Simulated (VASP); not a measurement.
# SiO2 (P6_422) in VASP: further runs, part 2 of 2

VASP 6.6.1.

## Step 3: Relaxation of shape and atoms at fixed volume, PBE (14.85 Å³/atom)

This run uses another cell than the first one, of 14.85 Å³/atom.

Input file INCAR:

```
SYSTEM = SiO2
PREC = Accurate
ENCUT = 600
EDIFF = 1E-7
ISMEAR = 0
SIGMA = 0.02
LREAL = .FALSE.
LASPH = .TRUE.
NELM = 100
ALGO = Normal
ISIF = 4
LWAVE = .FALSE.
LCHARG = .FALSE.
GGA = PE
IBRION = 2
NSW = 50
EDIFFG = -0.01
```

Input file KPOINTS:

```
Automatic mesh
0
G
  6 6 4
  0 0 0
```

Input file POSCAR:

```
SiO2
1.0
    5.2080835258      0.0000000000      0.0000000000
   -2.6040417629      4.5103326384      0.0000000000
    0.0000000000      0.0000000000      5.6889562461
Si O
3 6
Direct
    0.0000000000      0.5000000000      0.3333333333
    0.5000000000      0.5000000000      0.6666666667
    0.5000000000      0.0000000000      0.0000000000
    0.5792044403      0.7896022201      0.8333333333
    0.7896022201      0.5792044403      0.5000000000
    0.7896022201      0.2103977799      0.1666666667
    0.4207955597      0.2103977799      0.8333333333
    0.2103977799      0.4207955597      0.5000000000
    0.2103977799      0.7896022201      0.1666666667
```

Potentials or basis: VASP PAW PBE potentials, release 64 (Si, O).

Run with:

```sh
cat potpaw_PBE.64/Si/POTCAR potpaw_PBE.64/O/POTCAR > POTCAR
mpirun -np 1 vasp_std > vasp.out
```

Run time: 3.9 min. Hardware: 1 thread of Intel Xeon 8259CL, shared host; peak memory 0.32 GiB.

It converged, with:

| Property | Result |
| --- | --- |
| Free energy | -70.9862 eV |
| Energy gained by relaxing | 1.3 meV/atom |
| Ionic steps | 3 |
| Pressure after relaxing | -7.3 GPa |
| Band gap on the k mesh | 5.19 eV (least direct gap 5.40 eV) |

Stress tensor (GPa, compression positive):
```
-7.28  0.00  0.00
 0.00 -7.28  0.00
 0.00  0.00 -7.42
```

The path:
```csv
step,energy change (eV),largest force (eV/Å),pressure (GPa),volume (Å³)
1,0.0000,0.1929,-8.23,133.63
2,-0.0083,0.1046,-7.82,133.63
3,-0.0119,0.0001,-7.33,133.63
```

Final structure:
```xyz
9
Lattice="5.2100 0.0000 0.0000 -2.6050 4.5120 0.0000 0.0000 0.0000 5.6848" Properties=species:S:1:pos:R:3 pbc="T T T"
Si   -1.3025    2.2560    1.8949
Si    1.3025    2.2560    3.7898
Si    2.6050    0.0000    0.0000
O     0.9431    3.5525    4.7373
O     2.6050    2.5929    2.8424
O     3.5481    0.9595    0.9475
O     1.6619    0.9595    4.7373
O     0.0000    1.9190    2.8424
O    -0.9431    3.5525    0.9475
```

Levels at points of the mesh, in eV from the valence-band top:
```
           k point  band 20  band 21  band 22  band 23  band 24  band 25  band 26  band 27  band 28  band 29
(0.00, 0.00, 0.00)    -0.85    -0.85    -0.40    -0.40    -0.21     5.19     8.57     8.57     8.67     8.67
(0.50, 0.00, 0.00)    -1.06    -1.06    -0.94    -0.31     0.00     7.21     8.00     9.15     9.29     9.40
(0.00, 0.00, 0.50)    -1.76    -0.99    -0.28    -0.01    -0.01     6.99     6.99     8.27     9.13     9.13
(0.50, 0.00, 0.50)    -1.25    -0.85    -0.68    -0.67    -0.29     7.57     8.21     9.05     9.19     9.42
```

A k mesh can miss the band edges.

## Step 4: Relaxation of shape and atoms at fixed volume, PBE (15.41 Å³/atom)

This run uses another cell than the first one, of 15.41 Å³/atom.

Input file INCAR:

```
PREC = Accurate
ENCUT = 600
EDIFF = 1E-7
ISMEAR = 0
SIGMA = 0.02
LREAL = F
LASPH = T
NELM = 60
ALGO = Normal
ISIF = 4
LWAVE = F
LCHARG = F
GGA = PE
IBRION = 2
NSW = 50
EDIFFG = -0.01
```

Input file KPOINTS:

```
Automatic mesh
0
Gamma
  6 6 4
```

Input file POSCAR:

```
SiO2
1.0
    5.2761126138      0.0000000000      0.0000000000
   -2.6380563069      4.5692475568      0.0000000000
    0.0000000000      0.0000000000      5.7523748885
Si O
3 6
Direct
    0.0000000000      0.5000000000      0.3333333333
    0.5000000000      0.5000000000      0.6666666667
    0.5000000000      0.0000000000      0.0000000000
    0.5748527527      0.7874263764      0.8333333333
    0.7874263764      0.5748527527      0.5000000000
    0.7874263764      0.2125736236      0.1666666667
    0.4251472473      0.2125736236      0.8333333333
    0.2125736236      0.4251472473      0.5000000000
    0.2125736236      0.7874263764      0.1666666667
```

Potentials or basis: VASP PAW PBE potentials, release 64 (Si, O).

Run with:

```sh
cat potpaw_PBE.64/Si/POTCAR potpaw_PBE.64/O/POTCAR > POTCAR
mpirun -np 1 vasp_std > vasp.out
```

OUTCAR:

```text
PREC = Accurate
   ENCUT = 600
   EDIFF = 1E-7
   ISMEAR = 0
   LREAL = F
   LASPH = T
   NELM = 60
   ISIF = 4
   GGA = PE
   IBRION = 2
   NSW = 50
   EDIFFG = -0.01

 ion  position               nearest neighbor table
   1  0.000  0.500  0.333-   6 1.67   9 1.67   8 1.67   5 1.67
   2  0.500  0.500  0.667-   4 1.67   7 1.67   5 1.67   8 1.67
   3  0.500  0.000  0.000-   4 1.67   7 1.67   6 1.67   9 1.67
   4  0.575  0.787  0.833-   3 1.67   2 1.67
   5  0.787  0.575  0.500-   1 1.67   2 1.67
   6  0.787  0.213  0.167-   1 1.67   3 1.67
   7  0.425  0.213  0.833-   3 1.67   2 1.67
   8  0.213  0.425  0.500-   1 1.67   2 1.67
   9  0.213  0.787  0.167-   1 1.67   3 1.67

  LATTYP: Found a hexagonal cell.
 ALAT       =     5.2761126138
[... 201 lines left out ...]
  --------------------------------------------------------------------------------------
  -------------------------------------------------------------------------------------
  Total      -10.5608416    -10.5608416    -10.6753767      0.0000000     -0.0000000      0.0000000
  in kB     -122.0121794   -122.0121794   -123.3354334      0.0000000     -0.0000000      0.0000000
  external PRESSURE =    -122.4532641 kB  Pullay stress =       0.0000000 kB
[... 73 lines left out ...]
--------------------------------------- Ionic step        3  -------------------------------------------

 number of electron      48.0000018 magnetization

 Free energy of the ion-electron system (eV)
  ---------------------------------------------------
  ext. energy  EPLUGINS =         0.00000000
  ---------------------------------------------------
  free energy    TOTEN  =       -70.70207538 eV

  energy without entropy =      -70.70207538  energy(sigma->0) =      -70.70207538

 E-fermi :  -0.0966     XC(G=0):  -8.1999

 val. band max:       -0.2590329202   @ k =   0.5000  -0.0000   0.0000
 cond. band min:       4.6305850677   @ k =   0.0000   0.0000   0.0000
 fundamental gap:      4.8896179879
 Fermi energy:        -0.0965505801

 k-point     1 :       0.0000    0.0000    0.0000
  band No.  band energies     occupation
      1     -19.2036      2.00000
      2     -17.9225      2.00000
      3     -17.9225      2.00000
      4     -17.4889      2.00000
      5     -17.3188      2.00000
      6     -17.3188      2.00000
[... 697 lines left out ...]
  FREE ENERGIE OF THE ION-ELECTRON SYSTEM (eV)
  ---------------------------------------------------
  free  energy   TOTEN  =       -70.7020753771 eV

  energy  without entropy=      -70.7020753771  energy(sigma->0) =      -70.70207538

 reached required accuracy - stopping structural energy minimisation
```

Run time: 4.4 min. Hardware: 1 thread of Intel Xeon 8259CL, shared host; peak memory 0.32 GiB.

What came out:

```
Free energy               : -70.7021 eV
Energy gained by relaxing : 1.8 meV/atom
Ionic steps               : 3
Pressure after relaxing   : -11.3 GPa
Band gap on the k mesh    : 4.89 eV (least direct gap 5.12 eV)
```

Stress tensor (GPa, compression positive):
```
-11.30   0.00   0.00
  0.00 -11.30   0.00
  0.00   0.00 -11.37
```

The path:
```tsv
step	energy change (eV)	largest force (eV/Å)	pressure (GPa)	volume (Å³)
1	0.0000	0.2205	-12.25	138.68
2	-0.0110	0.1237	-11.84	138.68
3	-0.0161	0.0002	-11.32	138.68
```

Final structure:
```yaml
crystal:
  lattice:
    - [5.27858, 0.00000, 0.00000]
    - [-2.63929, 4.57138, 0.00000]
    - [0.00000, 0.00000, 5.74700]
  atoms:
    - { symbol: Si, position: [0.00000, 0.50000, 0.33333] }
    - { symbol: Si, position: [0.50000, 0.50000, 0.66667] }
    - { symbol: Si, position: [0.50000, 0.00000, 0.00000] }
    - { symbol: O, position: [0.56954, 0.78477, 0.83333] }
    - { symbol: O, position: [0.78477, 0.56954, 0.50000] }
    - { symbol: O, position: [0.78477, 0.21523, 0.16667] }
    - { symbol: O, position: [0.43046, 0.21523, 0.83333] }
    - { symbol: O, position: [0.21523, 0.43046, 0.50000] }
    - { symbol: O, position: [0.21523, 0.78477, 0.16667] }
```

A k mesh can miss the band edges.

## Step 5: Overview

| cell | gap on the mesh (eV) | pressure (GPa) |
| --- | --- | --- |
| relaxed from a = 5.156, b = 5.156, c = 5.640 Å, angles 90.0, 90.0, 120.0°, 9 atoms, atomic positions A | 5.38 | -3.9 |
| relaxed from a = 5.208, b = 5.208, c = 5.689 Å, angles 90.0, 90.0, 120.0°, 9 atoms, atomic positions B | 5.19 | -7.3 |
| relaxed from a = 5.276, b = 5.276, c = 5.752 Å, angles 90.0, 90.0, 120.0°, 9 atoms, atomic positions C | 4.89 | -11.3 |

Alike in all rows: task relaxation of shape and atoms at fixed volume; level PBE; potentials or basis VASP PAW PBE potentials, release 64 (Si, O); no spin polarisation; k mesh 6 × 6 × 4; cutoff (eV) 600; smearing gaussian 0.02 eV.

Absolute energies hang on the potentials; compare differences alone.
